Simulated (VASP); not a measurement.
# Ca (Fm-3m) in VASP: notebook

The runs below take Ca through single point, relaxation of cell and atoms, with LDA.

Program: VASP 6.6.1. These are calculated values, not measurements. Logs are shortened: lines on timing, memory, paths and dates and some standing lists are left out, and cuts for length are marked.

## 1. The cell of the first run

It takes space group Fm-3m (No. 225, cubic). Conventional cell: a = 5.345 Å, b = 5.345 Å, c = 5.345 Å, α = 90.00°, β = 90.00°, γ = 90.00°. Within 5.0 Å of Ca (site symmetry m-3m) lie 12 Ca at 3.78 Å.

## 2. Single point, LDA

Input file INCAR:

```
SYSTEM = Ca
ALGO = Normal
EDIFF = 1E-6
ENCUT = 520
ISIF = 2
ISMEAR = -1
LASPH = .True.
LCHARG = .False.
LREAL = .False.
LWAVE = .False.
NBANDS = 11
NELM = 60
PREC = Accurate
SIGMA = 0.1
```

Input file KPOINTS:

```
k-points
0
Gamma
  7 7 7
  0 0 0
```

Input file POSCAR:

```
Ca
1.0
    0.0000000000      2.6727237466      2.6727237466
    2.6727237466      0.0000000000      2.6727237466
    2.6727237466      2.6727237466      0.0000000000
Ca
1
Direct
    0.0000000000      0.0000000000      0.0000000000
```

Potentials or basis: VASP PAW LDA potentials, release 64 (Ca_sv).

Started as:

```bash
$ cat potpaw_LDA.64/Ca_sv/POTCAR > POTCAR
$ mpirun -np 1 vasp_std > vasp.out
```

OUTCAR:

```text
SYSTEM = Ca
   EDIFF = 1E-6
   ENCUT = 520
   ISIF = 2
   ISMEAR = -1
   LASPH = .True.
   LREAL = .False.
   NELM = 60
   PREC = Accurate

 ion  position               nearest neighbor table
   1  0.000  0.000  0.000-

  LATTYP: Found a face centered cubic cell.
 ALAT       =     5.3454474932

  Lattice vectors:

 A1 = (   0.0000000000,   2.6727237466,   2.6727237466)
 A2 = (   2.6727237466,   0.0000000000,   2.6727237466)
 A3 = (   2.6727237466,   2.6727237466,   0.0000000000)

Analysis of symmetry for initial positions (statically):
=====================================================================
 Subroutine PRICEL returns:
 Original cell was already a primitive cell.

 Routine SETGRP: Setting up the symmetry group for a
 face centered cubic supercell.

 Subroutine GETGRP returns: Found 48 space group operations
 (whereof 48 operations were pure point group operations)
 out of a pool of 48 trial point group operations.

The static configuration has the point symmetry O_h .

Analysis of symmetry for dynamics (positions and initial velocities):
=====================================================================
 Subroutine PRICEL returns:
 Original cell was already a primitive cell.

 Routine SETGRP: Setting up the symmetry group for a
 face centered cubic supercell.

 Subroutine GETGRP returns: Found 48 space group operations
 (whereof 48 operations were pure point group operations)
 out of a pool of 48 trial point group operations.

The dynamic configuration has the point symmetry O_h .

 Subroutine INISYM returns: Found 48 space group operations
 (whereof 48 operations are pure point group operations),
 and found     1 'primitive' translations

----------------------------------------------------------------------------------------

                                     Primitive cell

  volume of cell :      38.1849

  direct lattice vectors                    reciprocal lattice vectors
     0.000000000  2.672723747  2.672723747    -0.187075077  0.187075077  0.187075077
     2.672723747  0.000000000  2.672723747     0.187075077 -0.187075077  0.187075077
     2.672723747  2.672723747  0.000000000     0.187075077  0.187075077 -0.187075077

  length of vectors
     3.779802171  3.779802171  3.779802171     0.324023538  0.324023538  0.324023538

  position of ions in fractional coordinates (direct lattice)
     0.000000000  0.000000000  0.000000000

  ion indices of the primitive-cell ions
   primitive index   ion index
                 1           1

----------------------------------------------------------------------------------------

 KPOINTS: k-points

Automatic generation of k-mesh.
 Grid dimensions read from file:
 generate k-points for:    7    7    7

 Generating k-lattice:

  Cartesian coordinates                     Fractional coordinates (reciprocal lattice)
    -0.026725011  0.026725011  0.026725011     0.142857143  0.000000000  0.000000000
     0.026725011 -0.026725011  0.026725011     0.000000000  0.142857143  0.000000000
     0.026725011  0.026725011 -0.026725011     0.000000000  0.000000000  0.142857143

  Length of vectors
     0.046289077  0.046289077  0.046289077

  Shift w.r.t. Gamma in fractional coordinates (k-lattice)
     0.000000000  0.000000000  0.000000000

 Subroutine IBZKPT returns following result:
 ===========================================

 Found     20 irreducible k-points:

 Following reciprocal coordinates:
            Coordinates               Weight
  0.000000  0.000000  0.000000      1.000000
  0.142857  0.000000  0.000000      8.000000
  0.285714  0.000000  0.000000      8.000000
  0.428571  0.000000  0.000000      8.000000
  0.142857  0.142857  0.000000      6.000000
  0.285714  0.142857  0.000000     24.000000
[... 12 lines left out ...]
 -0.428571  0.428571  0.142857     24.000000
 -0.285714  0.428571  0.142857     24.000000
   k-points           NKPTS =     20   k-points in BZ     NKDIM =     20   number of bands    NBANDS=     11
   number of dos      NEDOS =    301   number of ions     NIONS =      1
   total plane-waves  NPLWV =  21952
   dimension x,y,z NGX =    28 NGY =   28 NGZ =   28
   dimension x,y,z NGXF=    56 NGYF=   56 NGZF=   56
   ions per type =               1
   NGX,Y,Z   is equivalent  to a cutoff of  12.32, 12.32, 12.32 a.u.
   NGXF,Y,Z  is equivalent  to a cutoff of  24.63, 24.63, 24.63 a.u.
 SYSTEM =  Ca
   PREC   = accura    normal or accurate (medium, high low for compatibility)
   ISTART =      0    job   : 0-new  1-cont  2-samecut
   ICHARG =      2    charge: 1-file 2-atom 10-const
   ISPIN  =      1    spin polarized calculation?
   LNONCOLLINEAR =      F non collinear calculations
   LSORBIT =      F    spin-orbit coupling
   LASPH  =      T    aspherical Exc in radial PAW
   ENCUT  =  520.0 eV  38.22 Ry    6.18 a.u.   7.03  7.03  7.03*2*pi/ulx,y,z
   NELM   =     60;   NELMIN=  2; NELMDL= -5     # of ELM steps
   EDIFF  = 0.1E-05   stopping-criterion for ELM
   LREAL  =      F    real-space projection
   EDIFFG = 0.1E-04   stopping-criterion for IOM
   NSW    =      0    number of steps for IOM
   IBRION =     -1    ionic relax: 0-MD 1-quasi-New 2-CG
   NFREE  =      0    steps in history (QN), initial steepest desc. (CG)
   ISIF   =      2    stress and relaxation
   ISYM   =      2    0-nonsym 1-usesym 2-fastsym
   POTIM  = 0.5000    time-step for ionic-motion
   TEBEG  =    0.0;   TEEND  =   0.0 temperature during run
   PSTRESS=    0.0 pullay stress
   NELECT =      10.0000    total number of electrons
   NUPDOWN=      -1.0000    fix difference up-down
   EMIN   =  10.00;   EMAX   =-10.00  energy-range for DOS
   EFERMI =   0.00;   METHOD = LEGACY
   ISMEAR =    -1;   SIGMA  =   0.10  broadening in eV -4-tet -1-fermi 0-gaus
   EFERMI_NEDOS =   21; number of points for ismear=-14 and -15
   IALGO  =     38    algorithm
   IMIX   =      4    mixing-type and parameters
     AMIX     =   0.40;   BMIX     =  1.00
     AMIX_MAG =   1.60;   BMIX_MAG =  1.00
  volume/ion in A,a.u.               =      38.18       257.68
  Fermi-wavevector in a.u.,A,eV,Ry     =   1.047396  1.979291 14.926103  1.097038
  Thomas-Fermi vector in A             =   2.182274
   LORBIT       =      0    0 simple, 1 ext, 2 COOP (PROOUT), +10 PAW based schemes
   GGA     = CA    functional components
   LHFCALC =     F    Hartree Fock is set to
   AEXX    =    0.0000 exact exchange contribution
   IVDW    =     0    specifies the selected vdW correction
   LEPSILON=     F    determine dielectric tensor
   LRPA    =     F    only Hartree local field effects (RPA)
 non-spin polarized calculation
  energy-cutoff  :      520.00
  volume of cell :       38.18
 maximum number of plane-waves:      1040
   NGX = 13   NGY = 13   NGZ = 13

 number of electron      10.0000003 magnetization

 Free energy of the ion-electron system (eV)
  ---------------------------------------------------
  ext. energy  EPLUGINS =         0.00000000
  ---------------------------------------------------
  free energy    TOTEN  =        -2.22985509 eV

  energy without entropy =       -2.18987414  energy(sigma->0) =       -2.20986461

 E-fermi :   2.2052     XC(G=0):  -8.2937

 val. band max:        2.0328605480   @ k =  -0.4286   0.2857   0.0000
 cond. band min:       2.2290187860   @ k =  -0.4286   0.1429   0.0000
 fundamental gap:      0.1961582381
 Fermi energy:         2.2052285213

 k-point     1 :       0.0000    0.0000    0.0000
  band No.  band energies     occupation
      1     -39.1454      2.00000
      2     -20.3366      2.00000
      3     -20.3366      2.00000
      4     -20.3366      2.00000
      5      -2.0041      2.00000
      6       4.5334      0.00000
      7       4.5334      0.00000
      8       4.5334      0.00000
      9       5.7343      0.00000
     10       5.7343      0.00000
     11      11.8344      0.00000

 k-point     2 :       0.1429    0.0000    0.0000
  band No.  band energies     occupation
      1     -39.1410      2.00000
      2     -20.3766      2.00000
      3     -20.3420      2.00000
      4     -20.3420      2.00000
      5      -1.6269      2.00000
      6       4.1623      0.00000
      7       4.6580      0.00000
      8       4.6580      0.00000
      9       5.6409      0.00000
     10       5.6409      0.00000
     11      11.9514      0.00000

 k-point     3 :       0.2857    0.0000    0.0000
  band No.  band energies     occupation
      1     -39.1312      2.00000
      2     -20.4649      2.00000
      3     -20.3539      2.00000
      4     -20.3539      2.00000
      5      -0.5917      2.00000
      6       3.3721      0.00002
      7       4.6452      0.00000
      8       4.6452      0.00000
      9       5.8644      0.00000
     10       5.8644      0.00000
     11       9.6920      0.00000

 k-point     4 :       0.4286    0.0000    0.0000
  band No.  band energies     occupation
      1     -39.1233      2.00000
      2     -20.5343      2.00000
      3     -20.3634      2.00000
      4     -20.3634      2.00000
      5       0.7415      2.00000
      6       2.4665      0.13666
      7       4.4454      0.00000
      8       4.4454      0.00000
      9       6.4095      0.00000
     10       6.4095      0.00000
     11       8.1002      0.00000
[... 183 lines left out ...]
 k-point    18 :      -0.4286    0.2857    0.1429
  band No.  band energies     occupation
      1     -39.1183      2.00000
      2     -20.5039      2.00000
      3     -20.4275      2.00000
      4     -20.3846      2.00000
      5       1.5042      1.99820
      6       2.6053      0.03596
      7       3.5040      0.00000
      8       5.0338      0.00000
      9       6.1883      0.00000
     10       6.9701      0.00000
     11       7.9719      0.00000

 k-point    19 :      -0.4286    0.4286    0.1429
  band No.  band energies     occupation
      1     -39.1157      2.00000
      2     -20.5062      2.00000
      3     -20.4304      2.00000
      4     -20.4068      2.00000
      5       1.7029      1.98692
      6       2.7643      0.00744
      7       3.2274      0.00007
      8       5.5583      0.00000
      9       6.4521      0.00000
     10       7.0190      0.00000
     11       8.3194      0.00000

 k-point    20 :      -0.2857    0.4286    0.1429
  band No.  band energies     occupation
      1     -39.1151      2.00000
      2     -20.4803      2.00000
      3     -20.4677      2.00000
      4     -20.4034      2.00000
      5       2.2463      0.79761
      6       2.7060      0.01329
      7       2.9945      0.00075
      8       5.0986      0.00000
      9       6.4966      0.00000
     10       7.2472      0.00000
     11       7.9351      0.00000

------------------------ aborting loop because EDIFF is reached ----------------------------------------

  FORCE on cell =-STRESS in cart. coord.  units (eV):
  Direction    XX          YY          ZZ          XY          YZ          ZX
  --------------------------------------------------------------------------------------
  -------------------------------------------------------------------------------------
  Total       -0.0069466     -0.0069466     -0.0069466     -0.0000000     -0.0000000     -0.0000000
  in kB       -0.2914669     -0.2914669     -0.2914669     -0.0000000     -0.0000000     -0.0000000
  external PRESSURE =      -0.2914669 kB  Pullay stress =       0.0000000 kB

 VOLUME and BASIS-vectors are now :
 -----------------------------------------------------------------------------
  energy-cutoff  :      520.00
  volume of cell :       38.18
      direct lattice vectors                 reciprocal lattice vectors
     0.000000000  2.672723747  2.672723747    -0.187075077  0.187075077  0.187075077
     2.672723747  0.000000000  2.672723747     0.187075077 -0.187075077  0.187075077
     2.672723747  2.672723747  0.000000000     0.187075077  0.187075077 -0.187075077

 POSITION                                       TOTAL-FORCE (eV/Angst)
 -----------------------------------------------------------------------------------
      0.00000      0.00000      0.00000         0.000000      0.000000     -0.000000
 -----------------------------------------------------------------------------------
    total drift:                               -0.000000     -0.000000     -0.000000

  FREE ENERGIE OF THE ION-ELECTRON SYSTEM (eV)
  ---------------------------------------------------
  free  energy   TOTEN  =        -2.2298550897 eV

  energy  without entropy=       -2.1898741378  energy(sigma->0) =       -2.20986461
```

It took 3.3 s on 1 thread of Intel Xeon Platinum 8559C (Emerald Rapids), shared host; peak memory 0.14 GiB.

What came out:

```yaml
Free_energy: -2.2299 eV
Pressure: 0.0 GPa
Band_gap_on_the_k_mesh: zero (band 5 reaches 2.25 eV, above the bottom of band 6 at 2.23 eV)
```

Levels at points of the mesh, in eV from the Fermi level:
| k point | band 2 | band 3 | band 4 | band 5 | band 6 | band 7 | band 8 | band 9 |
| --- | --- | --- | --- | --- | --- | --- | --- | --- |
| (0.00, 0.00, 0.00) | -22.54 | -22.54 | -22.54 | -4.21 | 2.33 | 2.33 | 2.33 | 3.53 |

## 3. Relaxation of cell and atoms, LDA

This run uses another cell than the first one, of 43.63 Å³/atom, 1.143 times its volume.

Input file INCAR:

```
SYSTEM = Ca
PREC     = Accurate       ! precision mode
ENCUT    = 600            ! plane-wave cutoff, eV
EDIFF    = 1E-6           ! SCF threshold, eV
ISMEAR   = -1             ! smearing method
SIGMA    = 0.1            ! smearing width, eV
LREAL    = .FALSE.        ! projectors in reciprocal space
LASPH    = .TRUE.         ! aspherical terms in the spheres
NELM     = 60             ! most SCF steps
ALGO     = Normal         ! electronic algorithm
ISIF     = 3              ! what is computed and relaxed
LWAVE    = .FALSE.        ! write WAVECAR
LCHARG   = .FALSE.        ! write CHGCAR
IBRION   = 2              ! ionic algorithm
NSW      = 80             ! ionic steps
EDIFFG   = -0.01          ! ionic threshold
```

Input file KPOINTS:

```
regular mesh
0
G
  7 7 7
  0 0 0
```

Input file POSCAR:

```
Ca
1.0
    0.0000000000      2.7942000000      2.7942000000
    2.7942000000      0.0000000000      2.7942000000
    2.7942000000      2.7942000000      0.0000000000
Ca
1
Direct
    0.0000000000      0.0000000000      0.0000000000
```

Potentials or basis: VASP PAW LDA potentials, release 64 (Ca_sv).

Started as:

```bash
$ cat potpaw_LDA.64/Ca_sv/POTCAR > POTCAR
$ mpirun -np 1 vasp_std > vasp.out
```

Wall time 10 s (1 thread of Intel Xeon Platinum 8559C (Emerald Rapids), shared host); peak memory 0.16 GiB.

The run converged. Its results:

```yaml
Free_energy: -2.2302 eV
Relaxed_volume: 38.20 Å³/atom
Relaxed_cell: a = 3.780 Å, b = 3.780 Å, c = 3.780 Å, α = 60.00°, β = 60.00°, γ = 60.00°
Space_group_after_relaxing_to_0.05_Å: Fm-3m (No. 225)
Energy_gained_by_relaxing: 38.9 meV/atom
Ionic_steps: 4
Pressure_after_relaxing: 0.0 GPa
Band_gap_on_the_k_mesh: zero (band 5 reaches 2.24 eV, above the bottom of band 6 at 2.23 eV)
```

Step by step:
```csv
step,energy change (eV),largest force (eV/Å),pressure (GPa),volume (Å³)
1,0.0000,0.0000,-2.11,43.63
2,-0.0335,0.0000,-0.88,40.11
3,-0.0389,0.0000,-0.05,38.31
4,-0.0389,0.0000,0.00,38.20
```

Final structure:
```cif
data_structure
_symmetry_space_group_name_H-M 'P 1'
_symmetry_Int_Tables_number 1
_cell_length_a 3.7804
_cell_length_b 3.7804
_cell_length_c 3.7804
_cell_angle_alpha 60.000
_cell_angle_beta 60.000
_cell_angle_gamma 60.000
_cell_volume 38.20
loop_
_atom_site_label
_atom_site_type_symbol
_atom_site_fract_x
_atom_site_fract_y
_atom_site_fract_z
_atom_site_occupancy
Ca1 Ca 0.00000 0.00000 0.00000 1
```

Levels at points of the mesh, in eV from the Fermi level:
```tsv
k point	band 1	band 2	band 3	band 4	band 5	band 6	band 7	band 8	band 9
(0.00, 0.00, 0.00)	-41.35	-22.54	-22.54	-22.54	-4.21	2.33	2.33	2.33	3.53
```

Caveat: the volume moved by -12 % from the deposited cell, more than functionals usually miss.
